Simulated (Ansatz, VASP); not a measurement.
# One calculation of GaN, two programs

```
Ga N
1.0
     0.00000    2.22646    2.27273
     2.22646    0.00000    2.27273
     2.22646    2.22646    0.00000
Ga N
1 1
Direct
  0.00000 0.00000 0.00000
  0.25000 0.25000 0.25000
```

Change from the starting cell: epitaxial_xy strain -1.0%.

Alike in both runs: task single point; functional HSE06; k mesh 6 × 6 × 6; no spin polarisation.

|  | VASP | Ansatz |
| --- | --- | --- |
| version | VASP 6.6.1 | Ansatz 0.2.0 |
| potentials or method | VASP PAW PBE potentials, release 64 (Ga_d, N) | plane waves, PAW |
| plane-wave cutoff (eV) | 520 | 420 |
| occupations | gaussian, width 0.01 eV | fixed |
| valence electrons in the cell | 18 | 18 |

Ansatz gave:

```
gap on the k mesh at the Fermi level (eV)                     : 3.04
pressure (GPa)                                                : 1.9
traceless stress, the component that is largest in VASP (GPa) : -1.91
```

Q: What did VASP give for the same quantities?

A: gap on the k mesh at the Fermi level (eV): 3.06; pressure (GPa): 1.8; traceless stress, the component that is largest in VASP (GPa): -1.93.

Ansatz's warnings: stress exchange threshold loose, stress scf threshold loose.
